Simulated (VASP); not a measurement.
Set up this calculation in VASP 6.6.1, as the native input.

| Item | Value |
| --- | --- |
| Task | single point |
| Functional | PBE |
| Potentials or basis | VASP PAW PBE potentials, release 64 (Zr_sv, Ti_sv, N) |
| Cutoff | 520 eV |
| k mesh | 12 × 12 × 6 |
| Occupations | gaussian, width 0.1 eV |
| Spin | no spin polarisation |
| Dipole correction | no |
| Further INCAR settings | ALGO = Normal; EDIFF = 1e-06; NBANDS = 38 |

The structure of ZrTiN lies in POSCAR:

```
ZrTiN
1.0
    3.2522565394      0.0000000000      0.0000000000
    0.0000000000      3.2522565394      0.0000000000
    0.0000000000      0.0000000000      8.0530013087
Zr Ti N
2 2 2
Direct
    0.0000000000      0.5000000000      0.6356319049
    0.5000000000      0.0000000000      0.3643680951
    0.0000000000      0.5000000000      0.0983077683
    0.5000000000      0.0000000000      0.9016922317
    0.0000000000      0.5000000000      0.3540268839
    0.5000000000      0.0000000000      0.6459731161
```

These files were run (other wordings do the same):

INCAR

```
  ALGO = Normal
  EDIFF = 1E-6
  ENCUT = 520
  GGA = PE
  ISIF = 2
  ISMEAR = 0
  LASPH = True
  LCHARG = True
  LELF = True
  LREAL = False
  LVHAR = True
  LWAVE = False
  NBANDS = 38
  NELM = 60
  PREC = Accurate
  SIGMA = 0.1
```

KPOINTS

```
k-points
0
Gamma
  12 12 6
```

Potentials or basis: VASP PAW PBE potentials, release 64 (Zr_sv, Ti_sv, N).

Command:

```bash
$ cat potpaw_PBE.64/Zr_sv/POTCAR potpaw_PBE.64/Ti_sv/POTCAR potpaw_PBE.64/N/POTCAR > POTCAR
$ mpirun -np 1 vasp_std > vasp.out
```

Results of the run:

```json
{"Pressure": "0.1 GPa", "Largest force": "0.025 eV/Å", "Band gap on the k mesh": "zero (band 29 reaches 10.21 eV, above the bottom of band 30 at 9.12 eV)"}
```

Run time: 120 s on 1 thread of Intel(R) Xeon(R) 6975P-C (Granite Rapids) (shared host), peak memory 0.41 GiB.
